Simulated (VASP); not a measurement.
Write the native input for VASP 6.6.1 that does the following.

- Task: single point
- Functional: PBE
- Dispersion: D3(BJ)
- Potentials or basis: VASP PAW PBE potentials, release 64 (Cs_sv, I)
- Cutoff: 500 eV
- k mesh: 6 × 6 × 6
- Occupations: gaussian, width 0.02 eV
- Spin: no spin polarisation
- Dipole correction: no
- Further INCAR settings: ALGO = Normal; EDIFF = 1e-06; NBANDS = 15

The structure of CsI lies in POSCAR:

```
CsI
1.0
    4.5603021581      0.0000000000      0.0000000000
    0.0000000000      4.5603021581      0.0000000000
    0.0000000000      0.0000000000      4.5603021581
Cs I
1 1
Direct
    0.0000000000      0.0000000000      0.0000000000
    0.5000000000      0.5000000000      0.5000000000
```

The input as run:

INCAR

```
ALGO = Normal ; EDIFF = 1E-6
ENCUT = 500 ; GGA = PE
GGA_COMPAT = F ; ISIF = 2
ISMEAR = 0 ; IVDW = 12
LASPH = T ; LCHARG = F
LREAL = F ; LWAVE = F
NBANDS = 15 ; NELM = 120
PREC = Accurate ; SIGMA = 0.02
```

KPOINTS

```
k-points
0
Gamma
  6 6 6
```

Potentials or basis: VASP PAW PBE potentials, release 64 (Cs_sv, I).

Run with:

```bash
$ cat potpaw_PBE.64/Cs_sv/POTCAR potpaw_PBE.64/I/POTCAR > POTCAR
$ mpirun -np 1 vasp_std > vasp.out
```

It gave:

| Quantity | Value |
| --- | --- |
| Pressure | 0.0 GPa |
| Band gap on the k mesh | 3.89 eV (least direct gap 3.98 eV) |
| Dispersion energy per atom | -0.241 eV |

Caveat: spin-orbit coupling is left out, which moves the levels of the heavy elements.

It took 18 s on 1 thread of Intel(R) Xeon(R) Platinum 8259CL CPU @ 2.50GHz (Skylake/Cascade Lake) (shared host), peak memory 0.21 GiB.
